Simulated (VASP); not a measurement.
# SrCl2 (Fm-3m) in VASP: notebook

The runs below take SrCl2 through single point, with PBE+D3(BJ), PBE+D4.

Program: VASP 6.6.1. These are calculated values, not measurements. Logs are shortened: lines on timing, memory, paths and dates and some standing lists are left out, and cuts for length are marked.

## 1. The cell of the first run

Symmetry: Fm-3m, No. 225, cubic system. Conventional cell: a = 6.964 Å, b = 6.964 Å, c = 6.964 Å, α = 90.00°, β = 90.00°, γ = 90.00°. Within 4.0 Å of Sr (site symmetry m-3m) lie 8 Cl at 3.02 Å. Within 4.0 Å of Cl (site symmetry -43m) lie 4 Sr at 3.02 Å and 6 Cl at 3.48 Å.

## 2. Single point, PBE+D3(BJ)

The input, INCAR:

```
PREC = Accurate
ENCUT = 520
EDIFF = 1E-6
ISMEAR = -1
SIGMA = 0.05
LREAL = False
LASPH = True
NELM = 80
ALGO = Normal
ISIF = 2
LWAVE = False
LCHARG = False
GGA = PE
IVDW = 12
NBANDS = 19
```

The input, KPOINTS:

```
regular mesh
0
Gamma
  7 7 7
```

The input, POSCAR:

```
SrCl2
1.0
    0.0000000000      3.4820734616      3.4820734616
    3.4820734616      0.0000000000      3.4820734616
    3.4820734616      3.4820734616      0.0000000000
Sr Cl
1 2
Direct
    0.0000000000      0.0000000000      0.0000000000
    0.7500000000      0.7500000000      0.7500000000
    0.2500000000      0.2500000000      0.2500000000
```

Potentials or basis: VASP PAW PBE potentials, release 64 (Sr_sv, Cl).

Started as:

```bash
cat potpaw_PBE.64/Sr_sv/POTCAR potpaw_PBE.64/Cl/POTCAR > POTCAR
mpirun -np 1 vasp_std > vasp.out
```

OUTCAR:

```text
PREC = Accurate
   ENCUT = 520
   EDIFF = 1E-6
   ISMEAR = -1
   LREAL = False
   LASPH = True
   NELM = 80
   ISIF = 2
   GGA = PE
   IVDW = 12
 IVDW          = 12

 ion  position               nearest neighbor table
   1  0.000  0.000  0.000-   2 3.02   2 3.02   2 3.02   2 3.02   3 3.02   3 3.02   3 3.02   3 3.02

   2  0.750  0.750  0.750-   1 3.02   1 3.02   1 3.02   1 3.02
   3  0.250  0.250  0.250-   1 3.02   1 3.02   1 3.02   1 3.02

  LATTYP: Found a face centered cubic cell.
 ALAT       =     6.9641469232

  Lattice vectors:

 A1 = (   0.0000000000,   3.4820734616,   3.4820734616)
 A2 = (   3.4820734616,   0.0000000000,   3.4820734616)
 A3 = (   3.4820734616,   3.4820734616,   0.0000000000)

Analysis of symmetry for initial positions (statically):
=====================================================================
 Subroutine PRICEL returns:
 Original cell was already a primitive cell.

 Routine SETGRP: Setting up the symmetry group for a
 face centered cubic supercell.

 Subroutine GETGRP returns: Found 48 space group operations
 (whereof 48 operations were pure point group operations)
 out of a pool of 48 trial point group operations.

The static configuration has the point symmetry O_h .

Analysis of symmetry for dynamics (positions and initial velocities):
=====================================================================
 Subroutine PRICEL returns:
 Original cell was already a primitive cell.

 Routine SETGRP: Setting up the symmetry group for a
 face centered cubic supercell.

 Subroutine GETGRP returns: Found 48 space group operations
 (whereof 48 operations were pure point group operations)
 out of a pool of 48 trial point group operations.

The dynamic configuration has the point symmetry O_h .

 Subroutine INISYM returns: Found 48 space group operations
 (whereof 48 operations are pure point group operations),
 and found     1 'primitive' translations

----------------------------------------------------------------------------------------

                                     Primitive cell

  volume of cell :      84.4391

  direct lattice vectors                    reciprocal lattice vectors
     0.000000000  3.482073462  3.482073462    -0.143592605  0.143592605  0.143592605
     3.482073462  0.000000000  3.482073462     0.143592605 -0.143592605  0.143592605
     3.482073462  3.482073462  0.000000000     0.143592605  0.143592605 -0.143592605

  length of vectors
     4.924395515  4.924395515  4.924395515     0.248709688  0.248709688  0.248709688

  position of ions in fractional coordinates (direct lattice)
     0.000000000  0.000000000  0.000000000
     0.750000000  0.750000000  0.750000000
     0.250000000  0.250000000  0.250000000

  ion indices of the primitive-cell ions
   primitive index   ion index
                 1           1
                 2           2
                 3           3

----------------------------------------------------------------------------------------

 KPOINTS: regular mesh

Automatic generation of k-mesh.
 Grid dimensions read from file:
 generate k-points for:    7    7    7

 Generating k-lattice:

  Cartesian coordinates                     Fractional coordinates (reciprocal lattice)
    -0.020513229  0.020513229  0.020513229     0.142857143  0.000000000  0.000000000
     0.020513229 -0.020513229  0.020513229     0.000000000  0.142857143  0.000000000
     0.020513229  0.020513229 -0.020513229     0.000000000  0.000000000  0.142857143

  Length of vectors
     0.035529955  0.035529955  0.035529955

  Shift w.r.t. Gamma in fractional coordinates (k-lattice)
     0.000000000  0.000000000  0.000000000

 Subroutine IBZKPT returns following result:
 ===========================================

 Found     20 irreducible k-points:

 Following reciprocal coordinates:
            Coordinates               Weight
  0.000000  0.000000  0.000000      1.000000
  0.142857  0.000000  0.000000      8.000000
  0.285714  0.000000  0.000000      8.000000
  0.428571  0.000000  0.000000      8.000000
  0.142857  0.142857  0.000000      6.000000
  0.285714  0.142857  0.000000     24.000000
[... 12 lines left out ...]
 -0.428571  0.428571  0.142857     24.000000
 -0.285714  0.428571  0.142857     24.000000
   k-points           NKPTS =     20   k-points in BZ     NKDIM =     20   number of bands    NBANDS=     19
   number of dos      NEDOS =    301   number of ions     NIONS =      3
   total plane-waves  NPLWV =  64000
   dimension x,y,z NGX =    40 NGY =   40 NGZ =   40
   dimension x,y,z NGXF=    80 NGYF=   80 NGZF=   80
   ions per type =               1   2
   NGX,Y,Z   is equivalent  to a cutoff of  13.50, 13.50, 13.50 a.u.
   NGXF,Y,Z  is equivalent  to a cutoff of  27.01, 27.01, 27.01 a.u.
 SYSTEM =  unknown system
   PREC   = accura    normal or accurate (medium, high low for compatibility)
   ISTART =      0    job   : 0-new  1-cont  2-samecut
   ICHARG =      2    charge: 1-file 2-atom 10-const
   ISPIN  =      1    spin polarized calculation?
   LNONCOLLINEAR =      F non collinear calculations
   LSORBIT =      F    spin-orbit coupling
   LASPH  =      T    aspherical Exc in radial PAW
   ENCUT  =  520.0 eV  38.22 Ry    6.18 a.u.   9.16  9.16  9.16*2*pi/ulx,y,z
   NELM   =     80;   NELMIN=  2; NELMDL= -5     # of ELM steps
   EDIFF  = 0.1E-05   stopping-criterion for ELM
   LREAL  =      F    real-space projection
   EDIFFG = 0.1E-04   stopping-criterion for IOM
   NSW    =      0    number of steps for IOM
   IBRION =     -1    ionic relax: 0-MD 1-quasi-New 2-CG
   NFREE  =      0    steps in history (QN), initial steepest desc. (CG)
   ISIF   =      2    stress and relaxation
   ISYM   =      2    0-nonsym 1-usesym 2-fastsym
   POTIM  = 0.5000    time-step for ionic-motion
   TEBEG  =    0.0;   TEEND  =   0.0 temperature during run
   PSTRESS=    0.0 pullay stress
   NELECT =      24.0000    total number of electrons
   NUPDOWN=      -1.0000    fix difference up-down
   EMIN   =  10.00;   EMAX   =-10.00  energy-range for DOS
   EFERMI =   0.00;   METHOD = LEGACY
   ISMEAR =    -1;   SIGMA  =   0.05  broadening in eV -4-tet -1-fermi 0-gaus
   EFERMI_NEDOS =   21; number of points for ismear=-14 and -15
   IALGO  =     38    algorithm
   IMIX   =      4    mixing-type and parameters
     AMIX     =   0.40;   BMIX     =  1.00
     AMIX_MAG =   1.60;   BMIX_MAG =  1.00
  volume/ion in A,a.u.               =      28.15       189.94
  Fermi-wavevector in a.u.,A,eV,Ry     =   1.076376  2.034056 15.763508  1.158585
  Thomas-Fermi vector in A             =   2.212259
   LORBIT       =      0    0 simple, 1 ext, 2 COOP (PROOUT), +10 PAW based schemes
   GGA     = PE    functional components
   LHFCALC =     F    Hartree Fock is set to
   AEXX    =    0.0000 exact exchange contribution
   IVDW    =    12    specifies the selected vdW correction
   LEPSILON=     F    determine dielectric tensor
   LRPA    =     F    only Hartree local field effects (RPA)
 non-spin polarized calculation
  energy-cutoff  :      520.00
  volume of cell :       84.44
 maximum number of plane-waves:      2285
 NGX is ok and might be reduce to    40
   NGX = 19   NGY = 19   NGZ = 19

 number of electron      24.0000003 magnetization

 Free energy of the ion-electron system (eV)
  ---------------------------------------------------
  ext. energy  EPLUGINS =         0.00000000
  ---------------------------------------------------
  free energy    TOTEN  =       -12.77880782 eV

  energy without entropy =      -12.77880782  energy(sigma->0) =      -12.77880782

 E-fermi :   1.2145     XC(G=0):  -8.3063

 val. band max:        0.1531504923   @ k =  -0.4286   0.4286   0.0000
 cond. band min:       5.5472287100   @ k =   0.0000   0.0000   0.0000
 fundamental gap:      5.3940782177
 Fermi energy:         1.2144500870

 k-point     1 :       0.0000    0.0000    0.0000
  band No.  band energies     occupation
      1     -32.6808      2.00000
      2     -14.6749      2.00000
      3     -14.6749      2.00000
      4     -14.6749      2.00000
      5     -13.1338      2.00000
      6     -12.2728      2.00000
[... 11 lines left out ...]
     18       9.2329      0.00000
     19       9.5348      0.00000

 k-point     2 :       0.1429    0.0000    0.0000
  band No.  band energies     occupation
      1     -32.6802      2.00000
      2     -14.7453      2.00000
      3     -14.6776      2.00000
      4     -14.6776      2.00000
      5     -13.0153      2.00000
      6     -12.3170      2.00000
[... 11 lines left out ...]
     18       8.9970      0.00000
     19       9.9492      0.00000

 k-point     3 :       0.2857    0.0000    0.0000
  band No.  band energies     occupation
      1     -32.6788      2.00000
      2     -14.8737      2.00000
      3     -14.6836      2.00000
      4     -14.6836      2.00000
      5     -12.8051      2.00000
      6     -12.3831      2.00000
[... 11 lines left out ...]
     18       8.8086      0.00000
     19       9.6413      0.00000

 k-point     4 :       0.4286    0.0000    0.0000
  band No.  band energies     occupation
      1     -32.6777      2.00000
      2     -14.9572      2.00000
      3     -14.6884      2.00000
      4     -14.6884      2.00000
      5     -12.7321      2.00000
      6     -12.3533      2.00000
[... 319 lines left out ...]
     18       9.1547      0.00000
     19       9.8972      0.00000

 k-point    19 :      -0.4286    0.4286    0.1429
  band No.  band energies     occupation
      1     -32.6766      2.00000
      2     -14.9688      2.00000
      3     -14.7713      2.00000
      4     -14.7067      2.00000
      5     -12.5230      2.00000
      6     -12.4225      2.00000
[... 11 lines left out ...]
     18       9.4166      0.00000
     19      10.1141      0.00000

 k-point    20 :      -0.2857    0.4286    0.1429
  band No.  band energies     occupation
      1     -32.6765      2.00000
      2     -14.9051      2.00000
      3     -14.8500      2.00000
      4     -14.7057      2.00000
      5     -12.4932      2.00000
      6     -12.4365      2.00000
[... 11 lines left out ...]
     18       9.5744      0.00000
     19      10.6435      0.00000

------------------------ aborting loop because EDIFF is reached ----------------------------------------

 Edisp (eV)   -0.66804

 E8    (eV) :    -0.2892

  FORCE on cell =-STRESS in cart. coord.  units (eV):
  Direction    XX          YY          ZZ          XY          YZ          ZX
  --------------------------------------------------------------------------------------
  -------------------------------------------------------------------------------------
  Total      -0.01623    -0.01623    -0.01623     0.00000    -0.00000    -0.00000
  in kB      -0.30794    -0.30794    -0.30794     0.00000    -0.00000    -0.00000
  external pressure =       -0.31 kB  Pullay stress =        0.00 kB

 VOLUME and BASIS-vectors are now :
 -----------------------------------------------------------------------------
  energy-cutoff  :      520.00
  volume of cell :       84.44
      direct lattice vectors                 reciprocal lattice vectors
     0.000000000  3.482073462  3.482073462    -0.143592605  0.143592605  0.143592605
     3.482073462  0.000000000  3.482073462     0.143592605 -0.143592605  0.143592605
     3.482073462  3.482073462  0.000000000     0.143592605  0.143592605 -0.143592605

 POSITION                                       TOTAL-FORCE (eV/Angst)
 -----------------------------------------------------------------------------------
      0.00000      0.00000      0.00000         0.000000     -0.000000     -0.000000
      5.22311      5.22311      5.22311        -0.000000     -0.000000     -0.000000
      1.74104      1.74104      1.74104         0.000000      0.000000      0.000000
 -----------------------------------------------------------------------------------
    total drift:                               -0.000000     -0.000000      0.000000

  FREE ENERGIE OF THE ION-ELECTRON SYSTEM (eV)
  ---------------------------------------------------
  free  energy   TOTEN  =       -13.4468520530 eV

  energy  without entropy=      -13.4468520530  energy(sigma->0) =      -13.44685205
```

Wall time 18 s (1 thread of Intel Xeon 6975P-C (Granite Rapids), shared host); peak memory 0.24 GiB.

Results:

- Free energy: -13.4469 eV
- Pressure: 0.0 GPa
- Band gap on the k mesh: 5.39 eV (least direct gap 5.70 eV)
- Dispersion energy per atom: -0.223 eV

Caveat: three body term missing; an odd mesh through Γ misses points on the zone boundary, where band edges can lie. A hybrid or GW would open this gap; PBE tends to underestimate it.

## 3. Single point, PBE+D4

The input, INCAR:

```
SYSTEM = SrCl2
  PREC = Accurate
  ENCUT = 520
  EDIFF = 1E-6
  ISMEAR = -1
  SIGMA = 0.05
  LREAL = .FALSE.
  LASPH = .TRUE.
  NELM = 60
  ALGO = Normal
  ISIF = 2
  LWAVE = .FALSE.
  LCHARG = .FALSE.
  GGA = PE
  IVDW = 13
  NBANDS = 19
```

The input, KPOINTS:

```
Automatic mesh
0
G
  7 7 7
  0 0 0
```

The input, POSCAR:

```
SrCl2
1.0
    0.0000000000      3.4842713087      3.4842713087
    3.4842713087      0.0000000000      3.4842713087
    3.4842713087      3.4842713087      0.0000000000
Sr Cl
1 2
Direct
    0.0000000000      0.0000000000      0.0000000000
    0.7500000000      0.7500000000      0.7500000000
    0.2500000000      0.2500000000      0.2500000000
```

Potentials or basis: VASP PAW PBE potentials, release 64 (Sr_sv, Cl).

Started as:

```bash
cat potpaw_PBE.64/Sr_sv/POTCAR potpaw_PBE.64/Cl/POTCAR > POTCAR
mpirun -np 1 vasp_std > vasp.out
```

OUTCAR:

```text
SYSTEM = SrCl2
   PREC = Accurate
   ENCUT = 520
   EDIFF = 1E-6
   ISMEAR = -1
   LREAL = .FALSE.
   LASPH = .TRUE.
   NELM = 60
   ISIF = 2
   GGA = PE
   IVDW = 13

 ion  position               nearest neighbor table
   1  0.000  0.000  0.000-   2 3.02   2 3.02   2 3.02   2 3.02   3 3.02   3 3.02   3 3.02   3 3.02

   2  0.750  0.750  0.750-   1 3.02   1 3.02   1 3.02   1 3.02
   3  0.250  0.250  0.250-   1 3.02   1 3.02   1 3.02   1 3.02

  LATTYP: Found a face centered cubic cell.
 ALAT       =     6.9685426174

  Lattice vectors:

[... 623 lines left out ...]

  DFT-D4 for vdW energy calculation

  Edisp (eV):   -0.58340

  FORCE on cell =-STRESS in cart. coord.  units (eV):
  Direction    XX          YY          ZZ          XY          YZ          ZX
  --------------------------------------------------------------------------------------
  -------------------------------------------------------------------------------------
  Total       0.04194     0.04194     0.04194     0.00000     0.00000    -0.00000
  in kB       0.79434     0.79434     0.79434     0.00000     0.00000    -0.00000
  external pressure =        0.79 kB  Pullay stress =        0.00 kB

 VOLUME and BASIS-vectors are now :
 -----------------------------------------------------------------------------
  energy-cutoff  :      520.00
  volume of cell :       84.60
      direct lattice vectors                 reciprocal lattice vectors
     0.000000000  3.484271309  3.484271309    -0.143502028  0.143502028  0.143502028
     3.484271309  0.000000000  3.484271309     0.143502028 -0.143502028  0.143502028
     3.484271309  3.484271309  0.000000000     0.143502028  0.143502028 -0.143502028

 POSITION                                       TOTAL-FORCE (eV/Angst)
 -----------------------------------------------------------------------------------
      0.00000      0.00000      0.00000        -0.000000     -0.000000     -0.000000
      5.22641      5.22641      5.22641         0.000000      0.000000      0.000000
      1.74214      1.74214      1.74214        -0.000000     -0.000000     -0.000000
 -----------------------------------------------------------------------------------
    total drift:                               -0.000000     -0.000000      0.000000

  FREE ENERGIE OF THE ION-ELECTRON SYSTEM (eV)
  ---------------------------------------------------
  free  energy   TOTEN  =       -13.3635165571 eV

  energy  without entropy=      -13.3635165570  energy(sigma->0) =      -13.36351656
```

It took 17 s on 1 thread of Intel Xeon 6975P-C (Granite Rapids), shared host; peak memory 0.24 GiB.

Results:

```yaml
Free_energy: -13.3635 eV
Pressure: 0.1 GPa
Band_gap_on_the_k_mesh: 5.39 eV (least direct gap 5.69 eV)
Dispersion_energy_per_atom: -0.194 eV
```

Caveat: an odd mesh through Γ misses points on the zone boundary, where band edges can lie. PBE gaps usually lie below the measured ones, often by a third to a half.
